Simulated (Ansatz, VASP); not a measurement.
# Cu: VASP beside Ansatz

File INCAR:

```
PREC = Accurate
ENCUT = 520
EDIFF = 1E-6
ISMEAR = 1
SIGMA = 0.1
LREAL = F
LASPH = T
NELM = 120
ALGO = Normal
ISIF = 2
LWAVE = F
LCHARG = F
GGA = PE
IVDW = 12
NBANDS = 102
GGA_COMPAT = F
NELMDL = -8
```

The input KPOINTS:

```
Automatic mesh
0
Gamma
  2 2 1
```

POSCAR

```
Cu
1.0
    5.1053109602      0.0000000000      0.0000000000
    0.0000000000      5.1053109602      0.0000000000
    0.0000000000      0.0000000000     21.9150000000
Cu
16
Direct
    0.2500000000      0.2500000000      0.1140771200
    0.7500000000      0.2500000000      0.1140771200
    0.2500000000      0.7500000000      0.1140771200
    0.7500000000      0.7500000000      0.1140771200
    0.0000000000      0.0000000000      0.1964407900
    0.5000000000      0.0000000000      0.1964407900
    0.0000000000      0.5000000000      0.1964407900
    0.5000000000      0.5000000000      0.1964407900
    0.2500552200      0.2500534300      0.2777635900
    0.7500159700      0.2501835400      0.2778272000
    0.2499218600      0.7500732100      0.2777560300
    0.7499200300      0.7502235500      0.2777592700
    0.0002310900      0.0008289500      0.3574152900
    0.5002376300     -0.0007405900      0.3573716300
   -0.0003155000      0.5009532900      0.3573789200
    0.4995762500      0.4994531800      0.3574009800
```

Input for Ansatz:

```yaml
crystal:
  lattice:
    - [5.1053109602, 0.0, 0.0]
    - [0.0, 5.1053109602, 0.0]
    - [0.0, 0.0, 21.915]
  atoms:
    - { symbol: Cu, position: [0.25, 0.25, 0.11407712] }
    - { symbol: Cu, position: [0.75, 0.25, 0.11407712] }
    - { symbol: Cu, position: [0.25, 0.75, 0.11407712] }
    - { symbol: Cu, position: [0.75, 0.75, 0.11407712] }
    - { symbol: Cu, position: [0.0, 0.0, 0.19644079] }
    - { symbol: Cu, position: [0.5, 0.0, 0.19644079] }
    - { symbol: Cu, position: [0.0, 0.5, 0.19644079] }
    - { symbol: Cu, position: [0.5, 0.5, 0.19644079] }
    - { symbol: Cu, position: [0.25005522, 0.25005343, 0.27776359] }
    - { symbol: Cu, position: [0.75001597, 0.25018354, 0.2778272] }
    - { symbol: Cu, position: [0.24992186, 0.75007321, 0.27775603] }
    - { symbol: Cu, position: [0.74992003, 0.75022355, 0.27775927] }
    - { symbol: Cu, position: [0.00023109, 0.00082895, 0.35741529] }
    - { symbol: Cu, position: [0.50023763, -0.00074059, 0.35737163] }
    - { symbol: Cu, position: [-0.0003155, 0.50095329, 0.35737892] }
    - { symbol: Cu, position: [0.49957625, 0.49945318, 0.35740098] }
hamiltonian:
  xc: pbe
  dispersion: d3bj
kpoints:
  mp_grid: { grid: [2, 2, 1] }
scf:
  occupations: { method: methfessel_paxton, width: 0.1 }
  max_iter: 140
  lower_state_search: "off"
output:
  forces: true
```

Alike in both runs: task single point; functional PBE; dispersion D3(BJ); k mesh 2 × 2 × 1; occupations methfessel-paxton of order 1, width 0.1 eV; no spin polarisation.

|  | VASP | Ansatz |
| --- | --- | --- |
| version | VASP 6.6.1 | Ansatz 0.2.0 |
| potentials or method | VASP PAW PBE potentials, release 64 (Cu) | scalar-relativistic, plane waves, PAW |
| plane-wave cutoff (eV) | 520 | 420 |
| valence electrons in the cell | 176 | 304 |

VASP gave:

```
rms of the force components (eV/Å) : 0.110
```

Q: Estimate Ansatz's values.

A: rms of the force components (eV/Å): 0.120.

Atom by atom the forces differ by 0.014 eV/Å (rms over components). VASP's potentials hold 176 valence electrons a cell and Ansatz's 304, so a difference there can come from the potentials and not from the codes.

The k mesh is coarse, so the values compare programs but aren't converged.
